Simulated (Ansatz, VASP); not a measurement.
# Mo in VASP and in Ansatz

File INCAR:

```
PREC     = Accurate       # precision mode
ENCUT    = 520            # plane-wave cutoff, eV
EDIFF    = 1E-6           # SCF threshold, eV
ISMEAR   = -1             # smearing method
SIGMA    = 0.1            # smearing width, eV
LREAL    = False          # projectors in reciprocal space
LASPH    = True           # aspherical terms in the spheres
NELM     = 100            # most SCF steps
ALGO     = Normal         # electronic algorithm
ISIF     = 2              # what is computed and relaxed
LWAVE    = False          # write WAVECAR
LCHARG   = False          # write CHGCAR
GGA      = PS             # functional
NBANDS   = 36             # bands
```

Contents of KPOINTS:

```
Automatic mesh
0
Gamma
  15 15 4
```

The input POSCAR:

```
Mo
1.0
    2.8203237027      0.0000000000      0.0000000000
   -1.4101618514      2.4424719735      0.0000000000
    0.0000000000      0.0000000000      9.7676711804
Mo
4
Direct
    1.0000000000      0.0000000000      0.0000000000
    1.0000000000      0.0000000000      0.5000000000
    0.3333333333      0.6666666667      0.2500000000
    0.6666666667      0.3333333333      0.7500000000
```

Input for Ansatz:

```yaml
crystal:
  lattice:
    - [2.8203237027, 0.0, 0.0]
    - [-1.4101618514, 2.4424719735, 0.0]
    - [0.0, 0.0, 9.7676711804]
  atoms:
    - { symbol: Mo, position: [1.0, 0.0, 0.0] }
    - { symbol: Mo, position: [1.0, 0.0, 0.5] }
    - { symbol: Mo, position: [0.3333333333, 0.6666666667, 0.25] }
    - { symbol: Mo, position: [0.6666666667, 0.3333333333, 0.75] }
hamiltonian:
  xc: pbesol
  pseudopotentials:
    kind: paw
    azcp:
      Mo: "pseudopotentials/Mo.paw.azcp"
basis:
  ecutwfc: 420
  fft_grid_basis: typed
kpoints:
  mp_grid: { grid: [15, 15, 4], shift: [0, 0, 0] }
magnetization:
  spin_polarized: false
scf:
  occupations: { method: fermi_dirac, width: 0.1 }
  lower_state_search: "off"
output:
  stress: true
  write_density: true
  write_potential: true
  elf: true
  volumetric_format: npy
```

Alike in both runs: task single point; functional PBEsol; k mesh 15 × 15 × 4; occupations fermi-dirac, width 0.1 eV; no spin polarisation.

|  | VASP | Ansatz |
| --- | --- | --- |
| version | VASP 6.6.1 | Ansatz 0.2.0 |
| potentials or method | VASP PAW PBE potentials, release 64 (Mo_sv), cutoff 520 eV | plane waves (420 eV) with PAW, scalar-relativistic |
| valence electrons in the cell | 56 | 56 |

VASP gave:

```
pressure (GPa)                                                : -16.5
traceless stress, the component that is largest in VASP (GPa) : 1.53
```

Task: Estimate Ansatz's values.

Result: Pressure (GPa): -16.9; traceless stress, the component that is largest in VASP (GPa): 1.57.

VASP's potentials were made for PBE, not for PBEsol, and Ansatz warns of the same on its side.
